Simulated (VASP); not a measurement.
Wanted: the native input for a VASP 6.6.1 run.

```yaml
Task: single point
Functional: PBE
Potentials_or_basis: VASP PAW PBE potentials, release 64 (Si, Ge_d, P)
Cutoff: 520 eV
k_mesh: 6 × 4 × 4
Occupations: gaussian, width 0.2 eV
Spin: no spin polarisation
Dipole_correction: no
Further_INCAR_settings: ALGO = Normal; EDIFF = 1e-06; NBANDS = 52
```

The structure of Si2Ge2P lies in POSCAR:

```
Si2Ge2P
1.0
    3.5236223587      0.0000000000      0.0000000000
    0.0000000000      6.1030929520      0.0000000000
    0.0000000000      0.0000000000      8.0709333364
Si Ge P
4 4 2
Direct
    0.5000000000      0.1666666667      0.8231865538
    1.0000000000      0.6666666667      0.8231865538
    1.0000000000      0.3333333333      0.1768134462
    0.5000000000      0.8333333333      0.1768134462
    0.5000000000      0.1666666667      0.3887755670
    1.0000000000      0.6666666667      0.3887755670
    1.0000000000      0.3333333333      0.6112244330
    0.5000000000      0.8333333333      0.6112244330
    0.0000000000      0.0000000000      0.0000000000
    0.5000000000      0.5000000000      0.0000000000
```

The input as run:

INCAR

```
PREC = Accurate
ENCUT = 520
EDIFF = 1E-6
ISMEAR = 0
SIGMA = 0.2
LREAL = False
LASPH = True
NELM = 80
ALGO = Normal
ISIF = 2
LWAVE = False
LCHARG = True
GGA = PE
LELF = True
LVHAR = True
NBANDS = 52
```

KPOINTS

```
Automatic mesh
0
Gamma
  6 4 4
```

Potentials or basis: VASP PAW PBE potentials, release 64 (Si, Ge_d, P).

Run with:

```bash
$ cat potpaw_PBE.64/Si/POTCAR potpaw_PBE.64/Ge_d/POTCAR potpaw_PBE.64/P/POTCAR > POTCAR
$ mpirun -np 1 vasp_std > vasp.out
```

Results of the run:

The pressure is -0.1 GPa, the largest force is 0.011 eV/Å and the band gap on the k mesh is zero (band 41 reaches 8.79 eV, above the bottom of band 42 at 6.10 eV).

It took 4.1 min on 1 thread of Oxide Virtual Turin-like Processor (shared host), peak memory 0.41 GiB.
